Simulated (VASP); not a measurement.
# Si14C15 (a cell with a defect) in VASP: single point with PBE

Aim: the single point of Si14C15 (a cell with a defect) with PBE.

Everything below comes from runs of VASP 6.6.1. Logs are shortened: lines on timing, memory, paths and dates and some standing lists are left out, and cuts for length are marked.

**1. The cell of the first run**

The cell holds a defect, 58 atoms: a = 8.186 Å, b = 8.186 Å, c = 10.129 Å, α = 90.00°, β = 90.00°, γ = 120.00°.

**2. Single point, PBE**

Input file INCAR:

```
SYSTEM = Si14C15
ALGO = Normal
EDIFF = 1E-7
ENCUT = 520
GGA = PE
ISIF = 2
ISMEAR = 0
LASPH = .True.
LCHARG = .False.
LREAL = Auto
LWAVE = .False.
NBANDS = 151
NELM = 80
PREC = Accurate
SIGMA = 0.01
```

Input file KPOINTS:

```
k-points
0
Gamma
  2 2 2
  0 0 0
```

Input file POSCAR:

```
Si14C15
1.0
    6.1882403624     -5.3591733587      0.0000000000
   -7.7353004531     -2.6795866792      0.0000000000
    0.0000000000      0.0000000000    -10.1293391991
Si C
28 30
Direct
    0.5264857463      0.6189379860      0.0602307263
    0.0936974696      0.4728681868      0.0605301634
    0.6670785469      0.3312357388      0.0594684760
    0.2337723295      0.1846594716      0.0567050062
    0.8170975971      0.0415293913      0.0155071697
    0.3816478215      0.9021957511      0.0595386775
    0.9523258537      0.7692297095      0.0157381444
    0.3276173869      0.6573413029      0.5632827699
    0.9011736213      0.5206713314      0.5621246689
    0.4674579639      0.3713006204      0.5624614205
    0.0474427239      0.2438435609      0.5629593197
    0.6170281710      0.0921732752      0.5614638335
    0.1972260476      0.9461530230      0.5625860885
    0.7562095719      0.8029359047      0.5628795960
    0.5613925619      0.8463447526      0.3223435166
    0.1409684533      0.7088130080      0.3137371296
    0.7037511328      0.5612836640      0.3222171330
    0.2830969850      0.4238715066      0.3091140792
    0.8549523266      0.2834607426      0.3140777876
    0.4278839751      0.1395416517      0.3086036858
    0.0115995004      1.0068116054      0.3452614292
    0.5660354781      0.8506358109      0.8045369063
    0.1443390630      0.7091940218      0.8079846744
    0.7059965038      0.5639071255      0.8045981802
    0.2831213449      0.4241063822      0.8131173384
    0.8567099404      0.2873699548      0.8073165996
    0.4281658290      0.1379975253      0.8120649956
    0.0082287925      1.0036634778      0.7825443413
    0.5216775740      0.6152261431      0.2505454965
    0.0915580725      0.4714137367      0.2480574043
    0.6668605566      0.3319913929      0.2480082803
    0.2344335641      0.1844902271      0.2506057751
    0.8097694602      0.0371460686      0.2922423711
    0.3797218135      0.8996554456      0.2484040669
    0.9462484552      0.7635491328      0.2921855590
    0.3298724129      0.6580017302      0.7478759538
    0.9027650591      0.5235363916      0.7480614219
    0.4677583954      0.3713441114      0.7482697475
    0.0481385727      0.2460225948      0.7448083919
    0.6192125523      0.0935167202      0.7484279329
    0.1993782058      0.9461681173      0.7445467083
    0.7578209951      0.8041707123      0.7462422602
    0.2829388007      0.4238606018      0.4957881252
    0.8537996696      0.2846281047      0.4998713434
    0.4279504534      0.1383756187      0.4955818329
    0.0062825862      0.0022106760      0.5239033765
    0.5628096279      0.8490477960      0.5058783894
    0.1409476621      0.7067843940      0.4995408010
    0.7043600839      0.5615187449      0.5057797638
    0.2858623200      0.4270482533      1.0003658353
    0.8572702001      0.2850714183      0.9948986551
    0.4289776644      0.1401167210      0.9995010369
    0.0177876266      0.0115208348      0.9575362076
    0.5647920156      0.8507578848      0.9886505224
    0.1436461423      0.7109327455      0.9956525336
    0.7077423813      0.5624711090      0.9886588721
    0.8477018109      0.9650283486      0.1722556451
    0.9104489433      0.8374780206      0.1722094032
```

Potentials or basis: VASP PAW PBE potentials, release 64 (Si, C).

Command:

```console
> cat potpaw_PBE.64/Si/POTCAR potpaw_PBE.64/C/POTCAR > POTCAR
> mpirun -np 1 vasp_std > vasp.out
```

OUTCAR:

```text
SYSTEM = Si14C15
   EDIFF = 1E-7
   ENCUT = 520
   GGA = PE
   ISIF = 2
   ISMEAR = 0
   LASPH = .True.
   LREAL = Auto
   NELM = 80
   PREC = Accurate

 ion  position               nearest neighbor table
   1  0.526  0.619  0.060-  50 1.90  56 1.90  54 1.91  29 1.93   6 3.09   7 3.10   3 3.10  25 3.10
                             5 3.10  18 3.11  24 3.12   2 3.12  22 3.13   4 3.14
   2  0.094  0.473  0.061-  51 1.89  50 1.89  55 1.90  30 1.90  25 3.08   3 3.08  18 3.09   4 3.10
                             6 3.10  23 3.11  26 3.11  16 3.12   1 3.12  19 3.13   5 3.13
   3  0.667  0.331  0.059-  52 1.89  56 1.89  51 1.89  31 1.91   2 3.08  27 3.08   1 3.10   6 3.10
                            20 3.10  26 3.10   4 3.13  19 3.13  24 3.13
   4  0.234  0.185  0.057-  50 1.90  52 1.90  53 1.91  32 1.96   5 3.03   7 3.03  25 3.05  27 3.07
                             2 3.10   6 3.10  18 3.12  20 3.12   3 3.13   1 3.14
   5  0.817  0.042  0.016-  57 1.77  51 1.86  53 1.87  54 1.89  26 2.82  22 2.83  28 2.93   7 2.94
                             4 3.03   1 3.10   2 3.13
   6  0.382  0.902  0.060-  52 1.89  54 1.89  55 1.90  34 1.91  27 3.07   1 3.09  20 3.09   3 3.10
                             4 3.10   2 3.10  23 3.11  22 3.12  16 3.15   7 3.15
   7  0.952  0.769  0.016-  58 1.77  55 1.86  53 1.87  56 1.89  23 2.81  24 2.84  28 2.93   5 2.94
                             4 3.03   1 3.10   6 3.15
   8  0.328  0.657  0.563-  47 1.87  36 1.87  48 1.88  43 1.89  11 2.99  15 3.01  22 3.03  23 3.04
                            13 3.04  10 3.08  25 3.08   9 3.09  16 3.09  14 3.09  18 3.12  12 3.14
   9  0.901  0.521  0.562-  44 1.88  37 1.88  49 1.89  48 1.89  17 3.03  26 3.04  24 3.05  11 3.05
                            23 3.08  14 3.08  19 3.08  16 3.09   8 3.09  12 3.09  13 3.09  10 3.12
  10  0.467  0.371  0.562-  49 1.87  38 1.88  43 1.89  45 1.89  17 3.01  24 3.04  13 3.05  11 3.05
                             8 3.08  12 3.09  27 3.09  25 3.09  18 3.11  20 3.11  14 3.12   9 3.12
  11  0.047  0.244  0.563-  39 1.84  43 1.87  46 1.88  44 1.89  21 2.85  28 2.88   8 2.99  26 3.04
                             9 3.05  10 3.05  19 3.07  25 3.08  12 3.10  18 3.11
  12  0.617  0.092  0.561-  45 1.89  44 1.89  40 1.89  47 1.90  13 3.02  15 3.03  22 3.05  26 3.08
                            19 3.08  10 3.09  27 3.09   9 3.09  11 3.10  14 3.10  20 3.12   8 3.14
  13  0.197  0.946  0.563-  41 1.84  46 1.88  45 1.88  48 1.89  21 2.86  28 2.88  12 3.02   8 3.04
                            23 3.05  10 3.05  16 3.07  27 3.08   9 3.09  20 3.11
  14  0.756  0.803  0.563-  42 1.86  47 1.89  49 1.89  46 1.92  28 2.92  21 2.92  15 3.03  22 3.03
                            24 3.03  17 3.03   9 3.08   8 3.09  12 3.10  10 3.12
  15  0.561  0.846  0.322-  47 1.86  33 1.87  29 1.90  34 1.90  57 2.54   8 3.01  14 3.03  12 3.03
                            16 3.04  18 3.05  17 3.09  20 3.10
  16  0.141  0.709  0.314-  35 1.87  48 1.88  30 1.90  34 1.91  15 3.04  13 3.07  19 3.07  18 3.08
                             9 3.09   8 3.09  20 3.11   2 3.12  21 3.12   6 3.15
  17  0.704  0.561  0.322-  49 1.86  35 1.87  29 1.90  31 1.90  58 2.54  10 3.01   9 3.03  14 3.03
                            20 3.04  18 3.04  15 3.09  19 3.09
  18  0.283  0.424  0.309-  29 1.89  32 1.89  43 1.89  30 1.90  21 3.02  17 3.04  15 3.05  16 3.08
                             2 3.09  19 3.10  20 3.10  11 3.11   1 3.11  10 3.11   8 3.12   4 3.12
  19  0.855  0.283  0.314-  33 1.87  44 1.88  30 1.89  31 1.89  16 3.07  11 3.07  12 3.08   9 3.08
                            20 3.08  17 3.09  18 3.10   3 3.13  21 3.13   2 3.13
  20  0.428  0.140  0.309-  32 1.89  45 1.89  31 1.90  34 1.90  21 3.04  17 3.04  19 3.08   6 3.09
                            18 3.10   3 3.10  15 3.10  16 3.11  13 3.11  10 3.11  12 3.12   4 3.12
  21  0.012  0.007  0.345-  46 1.81  35 1.86  33 1.87  32 1.93  57 2.13  58 2.13  11 2.85  13 2.86
                            14 2.92  18 3.02  20 3.04  16 3.12  19 3.13
  22  0.566  0.851  0.805-  54 1.86  36 1.87  42 1.89  40 1.90   5 2.83  14 3.03   8 3.03  23 3.04
                            12 3.05  27 3.08  25 3.08  24 3.08   6 3.12   1 3.13
  23  0.144  0.709  0.808-  36 1.87  41 1.87  37 1.89  55 1.90   7 2.81   8 3.04  22 3.04  13 3.05
                            26 3.06  25 3.06   9 3.08  27 3.09   2 3.11   6 3.11  28 3.13
  24  0.706  0.564  0.805-  56 1.86  38 1.88  42 1.89  37 1.89   7 2.84  14 3.03  10 3.04   9 3.05
                            25 3.06  27 3.07  26 3.07  22 3.08   1 3.12   3 3.13
  25  0.283  0.424  0.813-  39 1.87  36 1.88  38 1.89  50 1.90  28 3.04   4 3.05  24 3.06  23 3.06
                             2 3.08  11 3.08  22 3.08   8 3.08  26 3.09  10 3.09   1 3.10  27 3.11
  26  0.857  0.287  0.807-  39 1.87  37 1.87  40 1.89  51 1.90   5 2.82  11 3.04   9 3.04  23 3.06
[... 31 lines left out ...]
  55  0.144  0.711  0.996-   7 1.86   2 1.90  23 1.90   6 1.90
  56  0.708  0.562  0.989-  24 1.86   7 1.89   3 1.89   1 1.90
  57  0.848  0.965  0.172-  58 1.37  33 1.45   5 1.77  21 2.13  15 2.54
  58  0.910  0.837  0.172-  57 1.37  35 1.45   7 1.77  21 2.13  17 2.54

  LATTYP: Found a hexagonal cell.
 ALAT       =     8.1862725261
 C/A-ratio  =     1.2373567050

  Lattice vectors:

 A1 = (   6.1882403624,  -5.3591733587,   0.0000000000)
 A2 = (  -7.7353004531,  -2.6795866792,   0.0000000000)
 A3 = (   0.0000000000,   0.0000000000, -10.1293391991)

Analysis of symmetry for initial positions (statically):
=====================================================================
 Subroutine PRICEL returns:
 Original cell was already a primitive cell.

[... 200 lines left out ...]
   total plane-waves  NPLWV = 327680
   dimension x,y,z NGX =    64 NGY =   64 NGZ =   80
   dimension x,y,z NGXF=   128 NGYF=  128 NGZF=  160
   ions per type =              28  30
   NGX,Y,Z   is equivalent  to a cutoff of  13.00, 13.00, 13.13 a.u.
   NGXF,Y,Z  is equivalent  to a cutoff of  25.99, 25.99, 26.26 a.u.
 SYSTEM =  Si14C15
   PREC   = accura    normal or accurate (medium, high low for compatibility)
   ISTART =      0    job   : 0-new  1-cont  2-samecut
   ICHARG =      2    charge: 1-file 2-atom 10-const
   ISPIN  =      1    spin polarized calculation?
   LNONCOLLINEAR =      F non collinear calculations
   LSORBIT =      F    spin-orbit coupling
   LASPH  =      T    aspherical Exc in radial PAW
   ENCUT  =  520.0 eV  38.22 Ry    6.18 a.u.  15.22 15.22 18.83*2*pi/ulx,y,z
   NELM   =     80;   NELMIN=  2; NELMDL= -5     # of ELM steps
   EDIFF  = 0.1E-06   stopping-criterion for ELM
   LREAL  =      T    real-space projection
   EDIFFG = 0.1E-05   stopping-criterion for IOM
   NSW    =      0    number of steps for IOM
   IBRION =     -1    ionic relax: 0-MD 1-quasi-New 2-CG
   NFREE  =      0    steps in history (QN), initial steepest desc. (CG)
   ISIF   =      2    stress and relaxation
   ISYM   =      2    0-nonsym 1-usesym 2-fastsym
   POTIM  = 0.5000    time-step for ionic-motion
   TEBEG  =    0.0;   TEEND  =   0.0 temperature during run
   PSTRESS=    0.0 pullay stress
   NELECT =     232.0000    total number of electrons
   NUPDOWN=      -1.0000    fix difference up-down
   EMIN   =  10.00;   EMAX   =-10.00  energy-range for DOS
   EFERMI =   0.00;   METHOD = LEGACY
   ISMEAR =     0;   SIGMA  =   0.01  broadening in eV -4-tet -1-fermi 0-gaus
   EFERMI_NEDOS =   21; number of points for ismear=-14 and -15
   IALGO  =     38    algorithm
   IMIX   =      4    mixing-type and parameters
     AMIX     =   0.40;   BMIX     =  1.00
     AMIX_MAG =   1.60;   BMIX_MAG =  1.00
  volume/ion in A,a.u.               =      10.14        68.40
  Fermi-wavevector in a.u.,A,eV,Ry     =   1.200815  2.269211 19.619012  1.441957
  Thomas-Fermi vector in A             =   2.336641
   LORBIT       =      0    0 simple, 1 ext, 2 COOP (PROOUT), +10 PAW based schemes
   GGA     = PE    functional components
   LHFCALC =     F    Hartree Fock is set to
   AEXX    =    0.0000 exact exchange contribution
   IVDW    =     0    specifies the selected vdW correction
   LEPSILON=     F    determine dielectric tensor
   LRPA    =     F    only Hartree local field effects (RPA)
 non-spin polarized calculation
 Gauss-broadening in eV      SIGMA  =   0.01
  energy-cutoff  :      520.00
  volume of cell :      587.87
 maximum number of plane-waves:     15856
 NGX is ok and might be reduce to    64
   NGX = 31   NGY = 31   NGZ = 37

 number of electron     232.0000002 magnetization

 Free energy of the ion-electron system (eV)
  ---------------------------------------------------
  ext. energy  EPLUGINS =         0.00000000
  ---------------------------------------------------
  free energy    TOTEN  =      -431.94717996 eV

  energy without entropy =     -431.94717996  energy(sigma->0) =     -431.94717996

 E-fermi :   8.6500     XC(G=0): -11.4026

 val. band max:        8.5658096180   @ k =   0.0000   0.0000   0.5000
 cond. band min:      10.2875774991   @ k =   0.5000  -0.0000   0.0000
 fundamental gap:      1.7217678810
 Fermi energy:         8.6499910010

 k-point     1 :       0.0000    0.0000    0.0000
  band No.  band energies     occupation
      1      -8.6154      2.00000
      2      -7.0513      2.00000
      3      -6.2519      2.00000
      4      -5.7262      2.00000
      5      -5.5660      2.00000
      6      -5.0420      2.00000
[... 1037 lines left out ...]
    127      12.3644      0.00000
    128      12.6108      0.00000
 [bands above 128 left out]

------------------------ aborting loop because EDIFF is reached ----------------------------------------

  FORCE on cell =-STRESS in cart. coord.  units (eV):
  Direction    XX          YY          ZZ          XY          YZ          ZX
  --------------------------------------------------------------------------------------
  -------------------------------------------------------------------------------------
  Total        6.1395203     12.0842707     61.3741939     -0.0919958     -2.3271100     -0.0385023
  in kB       16.7325018     32.9341823    167.2677597     -0.2507230     -6.3422498     -0.1049332
  external PRESSURE =      72.3114813 kB  Pullay stress =       0.0000000 kB

 VOLUME and BASIS-vectors are now :
 -----------------------------------------------------------------------------
  energy-cutoff  :      520.00
  volume of cell :      587.87
      direct lattice vectors                 reciprocal lattice vectors
     6.188240362 -5.359173359  0.000000000     0.046170522 -0.133282816  0.000000000
    -7.735300453 -2.679586679  0.000000000    -0.092341043 -0.106626252  0.000000000
     0.000000000  0.000000000-10.129339199     0.000000000  0.000000000 -0.098723123

 POSITION                                       TOTAL-FORCE (eV/Angst)
 -----------------------------------------------------------------------------------
     -1.52965     -4.48003     -0.61010         0.000046     -0.001554      0.002941
     -3.07796     -1.76923     -0.61313         0.002383      0.000423      0.005480
      1.56583     -4.46256     -0.60238         0.000976      0.000404      0.003332
      0.01824     -1.74764     -0.57438        -0.003805     -0.004029      0.008352
      4.73515     -4.49025     -0.15708        -0.001436      0.000907     -0.010026
     -4.61703     -4.46283     -0.60309         0.000928     -0.003226      0.003562
[... 50 lines left out ...]
     -2.21900     -7.12886     -1.74484        -0.029971     -0.002308      0.044208
     -0.84407     -7.12335     -1.74437         0.034233      0.001571      0.047855
 -----------------------------------------------------------------------------------
    total drift:                               -0.005661      0.009378     -0.057634

  FREE ENERGIE OF THE ION-ELECTRON SYSTEM (eV)
  ---------------------------------------------------
  free  energy   TOTEN  =      -431.9471799615 eV

  energy  without entropy=     -431.9471799615  energy(sigma->0) =     -431.94717996
```

Run time: 33 min. Hardware: 1 thread of Intel Xeon 6975P-C, shared host; peak memory 0.91 GiB.

Results:

- Free energy: -431.9472 eV
- Pressure: 7.2 GPa
- Largest force: 0.059 eV/Å
- Band gap on the k mesh: 1.72 eV

Forces in eV/Å, atoms in the order of the input:
```
Si   0.000 -0.002  0.003
Si   0.002  0.000  0.005
Si   0.001  0.000  0.003
Si  -0.004 -0.004  0.008
Si  -0.001  0.001 -0.010
Si   0.001 -0.003  0.004
Si  -0.001  0.001 -0.009
Si   0.002 -0.002 -0.002
Si  -0.002  0.001  0.002
Si  -0.004 -0.004 -0.002
Si   0.003  0.002 -0.001
Si   0.001 -0.002  0.000
Si  -0.004  0.003  0.001
Si   0.000  0.001  0.002
Si   0.001 -0.002 -0.002
Si  -0.003  0.003 -0.004
Si   0.000 -0.005 -0.005
Si   0.000  0.001 -0.003
Si   0.001  0.003 -0.004
Si   0.001  0.000 -0.004
Si  -0.004  0.000 -0.006
Si  -0.001 -0.001  0.000
Si  -0.002  0.002  0.003
Si   0.001  0.001 -0.004
Si   0.001  0.003  0.002
Si   0.001 -0.002  0.002
Si   0.000  0.000  0.000
Si  -0.001  0.002 -0.005
C   -0.003  0.006  0.002
C    0.007 -0.003 -0.002
C    0.002 -0.003 -0.002
C   -0.009  0.000  0.005
C   -0.032  0.000 -0.036
C    0.002  0.001 -0.003
C    0.043 -0.001 -0.035
C    0.003  0.010 -0.004
C   -0.004  0.000 -0.005
C   -0.009 -0.006 -0.005
C   -0.003 -0.001  0.002
C    0.002 -0.004 -0.004
C   -0.004  0.002  0.004
C   -0.001 -0.003 -0.001
C   -0.002  0.000 -0.009
C   -0.006 -0.005  0.002
C   -0.002  0.001  0.004
C   -0.006 -0.001  0.004
C    0.005  0.003  0.000
C    0.009  0.000 -0.002
C    0.009 -0.001  0.005
C    0.001  0.006  0.002
C    0.008  0.005  0.001
C    0.002 -0.004  0.001
C   -0.001 -0.002  0.002
C    0.001  0.000  0.001
C   -0.002  0.004 -0.001
C   -0.001  0.003  0.008
C   -0.030 -0.002  0.044
C    0.034  0.002  0.048
```

Stress tensor (GPa, compression positive):
```
 1.67 -0.03 -0.01
-0.03  3.29 -0.63
-0.01 -0.63 16.73
```

Caveat: the k points lie up to 0.44 Å⁻¹ apart.
